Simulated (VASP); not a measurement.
# Sb3Pb (Im-3m) in VASP: further runs

Runs on Sb3Pb. Level: PBE. Tasks: single point.

Program: VASP 6.6.1. These are calculated values, not measurements. Logs are shortened: lines on timing, memory, paths and dates and some standing lists are left out, and cuts for length are marked.

## 1. The cell of the first run

It takes space group Im-3m (No. 229, cubic). Conventional cell: a = 6.037 Å, b = 6.037 Å, c = 6.037 Å, α = 90.00°, β = 90.00°, γ = 90.00°. Within 4.0 Å of Sb (site symmetry 4/mmm) lie 4 Sb at 3.02 Å and 2 Pb at 3.02 Å. Within 4.0 Å of Pb (site symmetry m-3m) lie 6 Sb at 3.02 Å.

## 2. Single point, PBE (volume scaled by 0.88)

File INCAR:

```
SYSTEM = Sb3Pb
  ALGO = Normal
  EDIFF = 1E-7
  ENCUT = 520
  GGA = PE
  ISIF = 2
  ISMEAR = 0
  LASPH = .True.
  LCHARG = .False.
  LREAL = .False.
  LWAVE = .False.
  NBANDS = 22
  NELM = 80
  PREC = Accurate
  SIGMA = 0.1
```

File KPOINTS:

```
k-points
0
Gamma
  10 10 10
  0 0 0
```

File POSCAR:

```
Sb3Pb
1.0
   -3.0183961452      3.0183961452      3.0183961452
    3.0183961452     -3.0183961452      3.0183961452
    3.0183961452      3.0183961452     -3.0183961452
Sb Pb
3 1
Direct
    0.0000000000      0.5000000000      0.5000000000
    0.5000000000      0.0000000000      0.5000000000
    0.5000000000      0.5000000000      0.0000000000
    0.0000000000      0.0000000000      0.0000000000
```

Potentials or basis: VASP PAW PBE potentials, release 64 (Sb, Pb_d).

The run is started by

```console
> cat potpaw_PBE.64/Sb/POTCAR potpaw_PBE.64/Pb_d/POTCAR > POTCAR
> mpirun -np 1 vasp_std > vasp.out
```

OUTCAR:

```text
SYSTEM = Sb3Pb
   EDIFF = 1E-7
   ENCUT = 520
   GGA = PE
   ISIF = 2
   ISMEAR = 0
   LASPH = .True.
   LREAL = .False.
   NELM = 80
   PREC = Accurate

 ion  position               nearest neighbor table
   1  0.000  0.500  0.500-   2 3.02   3 3.02   4 3.02   4 3.02   3 3.02   2 3.02
   2  0.500  0.000  0.500-   1 3.02   3 3.02   4 3.02   3 3.02   4 3.02   1 3.02
   3  0.500  0.500  0.000-   1 3.02   2 3.02   4 3.02   2 3.02   1 3.02   4 3.02
   4  0.000  0.000  0.000-   1 3.02   2 3.02   3 3.02   1 3.02   2 3.02   3 3.02

  LATTYP: Found a body centered cubic cell.
 ALAT       =     6.0367922904

  Lattice vectors:

 A1 = (  -3.0183961452,   3.0183961452,   3.0183961452)
 A2 = (   3.0183961452,  -3.0183961452,   3.0183961452)
 A3 = (   3.0183961452,   3.0183961452,  -3.0183961452)

Analysis of symmetry for initial positions (statically):
=====================================================================
 Subroutine PRICEL returns:
 Original cell was already a primitive cell.

 Routine SETGRP: Setting up the symmetry group for a
 body centered cubic supercell.

 Subroutine GETGRP returns: Found 48 space group operations
 (whereof 48 operations were pure point group operations)
 out of a pool of 48 trial point group operations.

The static configuration has the point symmetry O_h .

Analysis of symmetry for dynamics (positions and initial velocities):
=====================================================================
 Subroutine PRICEL returns:
 Original cell was already a primitive cell.

 Routine SETGRP: Setting up the symmetry group for a
 body centered cubic supercell.

 Subroutine GETGRP returns: Found 48 space group operations
 (whereof 48 operations were pure point group operations)
 out of a pool of 48 trial point group operations.

The dynamic configuration has the point symmetry O_h .

 Subroutine INISYM returns: Found 48 space group operations
 (whereof 48 operations are pure point group operations),
 and found     1 'primitive' translations

----------------------------------------------------------------------------------------

                                     Primitive cell

  volume of cell :     109.9990

  direct lattice vectors                    reciprocal lattice vectors
    -3.018396145  3.018396145  3.018396145     0.000000000  0.165650887  0.165650887
     3.018396145 -3.018396145  3.018396145     0.165650887  0.000000000  0.165650887
     3.018396145  3.018396145 -3.018396145     0.165650887  0.165650887  0.000000000

  length of vectors
     5.228015481  5.228015481  5.228015481     0.234265732  0.234265732  0.234265732

  position of ions in fractional coordinates (direct lattice)
     0.000000000  0.500000000  0.500000000
     0.500000000  0.000000000  0.500000000
     0.500000000  0.500000000  0.000000000
     0.000000000  0.000000000  0.000000000

  ion indices of the primitive-cell ions
   primitive index   ion index
                 1           1
                 2           2
                 3           3
                 4           4

----------------------------------------------------------------------------------------

 KPOINTS: k-points

Automatic generation of k-mesh.
 Grid dimensions read from file:
 generate k-points for:   10   10   10

 Generating k-lattice:

  Cartesian coordinates                     Fractional coordinates (reciprocal lattice)
     0.000000000  0.016565089  0.016565089     0.100000000  0.000000000  0.000000000
     0.016565089  0.000000000  0.016565089     0.000000000  0.100000000  0.000000000
     0.016565089  0.016565089  0.000000000     0.000000000  0.000000000  0.100000000

  Length of vectors
     0.023426573  0.023426573  0.023426573

  Shift w.r.t. Gamma in fractional coordinates (k-lattice)
     0.000000000  0.000000000  0.000000000

 Subroutine IBZKPT returns following result:
 ===========================================

 Found     47 irreducible k-points:

 Following reciprocal coordinates:
            Coordinates               Weight
  0.000000  0.000000  0.000000      1.000000
  0.100000  0.000000  0.000000     12.000000
  0.200000  0.000000  0.000000     12.000000
  0.300000  0.000000  0.000000     12.000000
  0.400000  0.000000  0.000000     12.000000
  0.500000  0.000000  0.000000      6.000000
[... 16 lines left out ...]
  0.300000  0.300000  0.100000      8.000000
 -0.300000  0.300000  0.100000     24.000000
 [... further k-points ...]
   k-points           NKPTS =     47   k-points in BZ     NKDIM =     47   number of bands    NBANDS=     22
   number of dos      NEDOS =    301   number of ions     NIONS =      4
   total plane-waves  NPLWV =  64000
   dimension x,y,z NGX =    40 NGY =   40 NGZ =   40
   dimension x,y,z NGXF=    80 NGYF=   80 NGZF=   80
   ions per type =               3   1
   NGX,Y,Z   is equivalent  to a cutoff of  12.72, 12.72, 12.72 a.u.
   NGXF,Y,Z  is equivalent  to a cutoff of  25.44, 25.44, 25.44 a.u.
 SYSTEM =  Sb3Pb
   PREC   = accura    normal or accurate (medium, high low for compatibility)
   ISTART =      0    job   : 0-new  1-cont  2-samecut
   ICHARG =      2    charge: 1-file 2-atom 10-const
   ISPIN  =      1    spin polarized calculation?
   LNONCOLLINEAR =      F non collinear calculations
   LSORBIT =      F    spin-orbit coupling
   LASPH  =      T    aspherical Exc in radial PAW
   ENCUT  =  520.0 eV  38.22 Ry    6.18 a.u.   9.72  9.72  9.72*2*pi/ulx,y,z
   NELM   =     80;   NELMIN=  2; NELMDL= -5     # of ELM steps
   EDIFF  = 0.1E-06   stopping-criterion for ELM
   LREAL  =      F    real-space projection
   EDIFFG = 0.1E-05   stopping-criterion for IOM
   NSW    =      0    number of steps for IOM
   IBRION =     -1    ionic relax: 0-MD 1-quasi-New 2-CG
   NFREE  =      0    steps in history (QN), initial steepest desc. (CG)
   ISIF   =      2    stress and relaxation
   ISYM   =      2    0-nonsym 1-usesym 2-fastsym
   POTIM  = 0.5000    time-step for ionic-motion
   TEBEG  =    0.0;   TEEND  =   0.0 temperature during run
   PSTRESS=    0.0 pullay stress
   NELECT =      29.0000    total number of electrons
   NUPDOWN=      -1.0000    fix difference up-down
   EMIN   =  10.00;   EMAX   =-10.00  energy-range for DOS
   EFERMI =   0.00;   METHOD = LEGACY
   ISMEAR =     0;   SIGMA  =   0.10  broadening in eV -4-tet -1-fermi 0-gaus
   EFERMI_NEDOS =   21; number of points for ismear=-14 and -15
   IALGO  =     38    algorithm
   IMIX   =      4    mixing-type and parameters
     AMIX     =   0.40;   BMIX     =  1.00
     AMIX_MAG =   1.60;   BMIX_MAG =  1.00
  volume/ion in A,a.u.               =      27.50       185.58
  Fermi-wavevector in a.u.,A,eV,Ry     =   1.049731  1.983704 14.992732  1.101935
  Thomas-Fermi vector in A             =   2.184705
   LORBIT       =      0    0 simple, 1 ext, 2 COOP (PROOUT), +10 PAW based schemes
   GGA     = PE    functional components
   LHFCALC =     F    Hartree Fock is set to
   AEXX    =    0.0000 exact exchange contribution
   IVDW    =     0    specifies the selected vdW correction
   LEPSILON=     F    determine dielectric tensor
   LRPA    =     F    only Hartree local field effects (RPA)
 non-spin polarized calculation
 Gauss-broadening in eV      SIGMA  =   0.10
  energy-cutoff  :      520.00
  volume of cell :      110.00
 maximum number of plane-waves:      2988
   NGX = 19   NGY = 19   NGZ = 19

 number of electron      28.9999997 magnetization

 Free energy of the ion-electron system (eV)
  ---------------------------------------------------
  ext. energy  EPLUGINS =         0.00000000
  ---------------------------------------------------
  free energy    TOTEN  =       -15.38693468 eV

  energy without entropy =      -15.37824948  energy(sigma->0) =      -15.38259208

 E-fermi :   8.1388     XC(G=0): -10.1157

 val. band max:        8.1275732610   @ k =   0.5000   0.5000   0.3000
 cond. band min:       8.2092662233   @ k =   0.4000   0.2000   0.0000
 fundamental gap:      0.0816929623
 Fermi energy:         8.1387538985

 k-point     1 :       0.0000    0.0000    0.0000
  band No.  band energies     occupation
      1      -8.9141      2.00000
      2      -8.9141      2.00000
      3      -8.8310      2.00000
      4      -8.8310      2.00000
      5      -8.8310      2.00000
      6      -4.7323      2.00000
[... 14 lines left out ...]
     21      12.1929      0.00000
     22      15.9062      0.00000

 k-point     2 :       0.1000    0.0000    0.0000
  band No.  band energies     occupation
      1      -8.9147      2.00000
      2      -8.9140      2.00000
      3      -8.8314      2.00000
      4      -8.8311      2.00000
      5      -8.8305      2.00000
      6      -4.6517      2.00000
[... 14 lines left out ...]
     21      12.2823      0.00000
     22      16.1096      0.00000

 k-point     3 :       0.2000    0.0000    0.0000
  band No.  band energies     occupation
      1      -8.9163      2.00000
      2      -8.9136      2.00000
      3      -8.8323      2.00000
      4      -8.8313      2.00000
      5      -8.8290      2.00000
      6      -4.4103      2.00000
[... 14 lines left out ...]
     21      12.5490      0.00000
     22      15.3983      0.00000

 k-point     4 :       0.3000    0.0000    0.0000
  band No.  band energies     occupation
      1      -8.9184      2.00000
      2      -8.9131      2.00000
      3      -8.8334      2.00000
      4      -8.8316      2.00000
      5      -8.8271      2.00000
      6      -4.0102      2.00000
[... 14 lines left out ...]
     21      13.1595      0.00000
     22      13.6753      0.00000

 k-point     5 :       0.4000    0.0000    0.0000
  band No.  band energies     occupation
      1      -8.9202      2.00000
      2      -8.9127      2.00000
      3      -8.8343      2.00000
      4      -8.8318      2.00000
      5      -8.8257      2.00000
      6      -3.4572      2.00000
[... 417 lines left out ...]
 k-point    22 :      -0.2000    0.2000    0.1000
  band No.  band energies     occupation
      1      -8.9180      2.00000
      2      -8.9135      2.00000
      3      -8.8317      2.00000
      4      -8.8311      2.00000
      5      -8.8291      2.00000
      6      -4.3302      2.00000
[... 14 lines left out ...]
     21      12.6434      0.00000
     22      14.4504      0.00000

 k-point    23 :       0.3000    0.3000    0.1000
  band No.  band energies     occupation
      1      -8.9140      2.00000
      2      -8.9140      2.00000
      3      -8.8343      2.00000
      4      -8.8302      2.00000
      5      -8.8302      2.00000
      6      -2.1466      2.00000
[... 14 lines left out ...]
     21      10.5481      0.00000
     22      15.8104      0.00000

 k-point    24 :      -0.3000    0.3000    0.1000
  band No.  band energies     occupation
      1      -8.9200      2.00000
      2      -8.9140      2.00000
      3      -8.8326      2.00000
      4      -8.8311      2.00000
      5      -8.8272      2.00000
      6      -3.9316      2.00000
[... 14 lines left out ...]
     21      13.1290      0.00000
     22      13.3301      0.00000

 [... further k-points ...]
[... 5 lines left out ...]
  --------------------------------------------------------------------------------------
  -------------------------------------------------------------------------------------
  Total        5.7695615      5.7695615      5.7695615     -0.0000000     -0.0000000     -0.0000000
  in kB       84.0358665     84.0358665     84.0358665     -0.0000000     -0.0000000     -0.0000000
  external PRESSURE =      84.0358665 kB  Pullay stress =       0.0000000 kB

 VOLUME and BASIS-vectors are now :
 -----------------------------------------------------------------------------
  energy-cutoff  :      520.00
  volume of cell :      110.00
      direct lattice vectors                 reciprocal lattice vectors
    -3.018396145  3.018396145  3.018396145     0.000000000  0.165650887  0.165650887
     3.018396145 -3.018396145  3.018396145     0.165650887  0.000000000  0.165650887
     3.018396145  3.018396145 -3.018396145     0.165650887  0.165650887  0.000000000

 POSITION                                       TOTAL-FORCE (eV/Angst)
 -----------------------------------------------------------------------------------
      3.01840      0.00000      0.00000        -0.000000      0.000000      0.000000
      0.00000      3.01840      0.00000        -0.000000     -0.000000     -0.000000
      0.00000      0.00000      3.01840         0.000000     -0.000000      0.000000
      0.00000      0.00000      0.00000         0.000000      0.000000     -0.000000
 -----------------------------------------------------------------------------------
    total drift:                               -0.000000      0.000000      0.000000

  FREE ENERGIE OF THE ION-ELECTRON SYSTEM (eV)
  ---------------------------------------------------
  free  energy   TOTEN  =       -15.3869346817 eV

  energy  without entropy=      -15.3782494789  energy(sigma->0) =      -15.38259208
```

It took 45 s on 1 thread of Intel Xeon 6975P-C (Granite Rapids), shared host; peak memory 0.29 GiB.

Results:

* Free energy: -15.3869 eV
* Pressure: 8.4 GPa

Caveat: spin-orbit coupling is left out, which moves the levels of the heavy elements.

## 3. Single point, PBE (volume scaled by 0.91)

File INCAR:

```
  ALGO = Normal
  EDIFF = 1E-7
  ENCUT = 520
  GGA = PE
  ISIF = 2
  ISMEAR = 0
  LASPH = True
  LCHARG = False
  LREAL = False
  LWAVE = False
  NBANDS = 22
  NELM = 80
  PREC = Accurate
  SIGMA = 0.1
```

File KPOINTS:

```
k-points
0
Gamma
  10 10 10
```

File POSCAR:

```
Sb3Pb
1.0
   -3.0523135475      3.0523135475      3.0523135475
    3.0523135475     -3.0523135475      3.0523135475
    3.0523135475      3.0523135475     -3.0523135475
Sb Pb
3 1
Direct
    0.0000000000      0.5000000000      0.5000000000
    0.5000000000      0.0000000000      0.5000000000
    0.5000000000      0.5000000000      0.0000000000
    0.0000000000      0.0000000000      0.0000000000
```

Potentials or basis: VASP PAW PBE potentials, release 64 (Sb, Pb_d).

The run is started by

```console
> cat potpaw_PBE.64/Sb/POTCAR potpaw_PBE.64/Pb_d/POTCAR > POTCAR
> mpirun -np 1 vasp_std > vasp.out
```

Run time: 41 s. Hardware: 1 thread of Intel Xeon 6975P-C (Granite Rapids), shared host; peak memory 0.29 GiB.

Results (log left out):

* Free energy: -15.5519 eV
* Pressure: 5.7 GPa

Levels at points of the mesh, in eV from the Fermi level:
```
           k point  band 12  band 13  band 14  band 15  band 16  band 17  band 18  band 19
(0.00, 0.00, 0.00)    -3.68    -3.01    -3.01    -3.01     2.42     2.42     2.42     3.97
(0.50, 0.00, 0.00)    -1.19    -0.79    -0.57    -0.55     1.01     1.93     2.08     2.71
(0.50, 0.50, 0.50)    -3.80    -1.20    -1.20    -1.20     5.26     5.26     5.26     5.65
```

Caveat: spin-orbit coupling is left out, which moves the levels of the heavy elements.

## 4. Single point, PBE (volume scaled by 0.94)

File INCAR:

```
PREC = Accurate
ENCUT = 520
EDIFF = 1E-6
ISMEAR = 0
SIGMA = 0.1
LREAL = False
LASPH = True
NELM = 80
ALGO = Normal
ISIF = 2
LWAVE = False
LCHARG = False
GGA = PE
NBANDS = 22
```

File KPOINTS:

```
regular mesh
0
Gamma
  10 10 10
```

File POSCAR:

```
Sb3Pb
1.0
   -3.0854934681      3.0854934681      3.0854934681
    3.0854934681     -3.0854934681      3.0854934681
    3.0854934681      3.0854934681     -3.0854934681
Sb Pb
3 1
Direct
    0.0000000000      0.5000000000      0.5000000000
    0.5000000000      0.0000000000      0.5000000000
    0.5000000000      0.5000000000      0.0000000000
    0.0000000000      0.0000000000      0.0000000000
```

The run is started by

```console
> cat potpaw_PBE.64/Sb/POTCAR potpaw_PBE.64/Pb_d/POTCAR > POTCAR
> mpirun -np 1 vasp_std > vasp.out
```

Wall time 37 s (1 thread of Intel Xeon 6975P-C (Granite Rapids), shared host); peak memory 0.3 GiB.

Results (log left out):

```yaml
Free_energy: -15.6590 eV
Pressure: 3.4 GPa
```

Levels at points of the mesh, in eV from the Fermi level:
| k point | band 13 | band 14 | band 15 | band 16 | band 17 | band 18 |
| --- | --- | --- | --- | --- | --- | --- |
| (0.00, 0.00, 0.00) | -2.87 | -2.87 | -2.87 | 2.52 | 2.52 | 2.52 |
| (0.50, 0.00, 0.00) | -0.73 | -0.57 | -0.53 | 0.98 | 1.90 | 1.94 |
| (0.50, 0.50, 0.50) | -1.15 | -1.15 | -1.15 | 5.29 | 5.29 | 5.29 |

Caveat: spin-orbit coupling is left out, which moves the levels of the heavy elements.

## 5. Overview

| cell | gap on the mesh (eV) | pressure (GPa) |
| --- | --- | --- |
| a = 5.228 Å, angles 109.5°, 4 atoms | none | 8.4 |
| a = 5.287 Å, angles 109.5°, 4 atoms | none | 5.7 |
| a = 5.344 Å, angles 109.5°, 4 atoms | none | 3.4 |

Alike in all rows: task single point; level PBE; potentials or basis VASP PAW PBE potentials, release 64 (Sb, Pb_d); no spin polarisation; k mesh 10 × 10 × 10; cutoff (eV) 520; smearing gaussian 0.1 eV.

Caveats: spin-orbit coupling is left out, which moves the levels of the heavy elements.

Absolute energies hang on the potentials; compare differences alone.
